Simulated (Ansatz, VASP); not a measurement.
**Nb16O: VASP beside Ansatz**

```
Nb O
1.0
     6.61715    0.00000    0.00000
     0.00000    6.61715    0.00000
     0.00000    0.00000    6.61715
Nb O
16 1
Cartesian
  -0.0276 0.0011 -0.0013
  1.6566 1.6125 1.6102
  0.0085 0.0013 3.3072
  1.6568 1.6125 5.0043
  0.0084 3.3097 -0.0011
  1.6567 5.0064 1.6103
  0.2956 3.3093 3.3074
  1.6568 5.0064 5.0041
  3.3418 0.0011 -0.0014
  4.9652 1.6601 1.6575
  3.3052 0.0011 3.3073
  4.9654 1.6601 4.9569
  3.3053 3.3097 -0.0016
  4.9652 4.9592 1.6580
  3.0171 3.3093 3.3069
  4.9654 4.9592 4.9564
  4.9649 3.3117 3.3072
```

Alike in both runs: functional PBE; k mesh 3 × 3 × 3; occupations methfessel-paxton of order 1, width 0.1 eV; no spin polarisation.

Ansatz relaxed the structure, and its values are those at the end. VASP's run is a single point on that final structure, the one shown.

```csv
,VASP,Ansatz
version,VASP 6.6.1,Ansatz 0.2.0
potentials or method,"VASP PAW PBE potentials, release 64 (Nb_sv, O), cutoff 520 eV",plane-wave PAW DFT
valence electrons in the cell,214,214
```

```tsv
	VASP	Ansatz	Ansatz less VASP
rms of the force components (eV/Å)	0.006	0.004	-0.0025
```
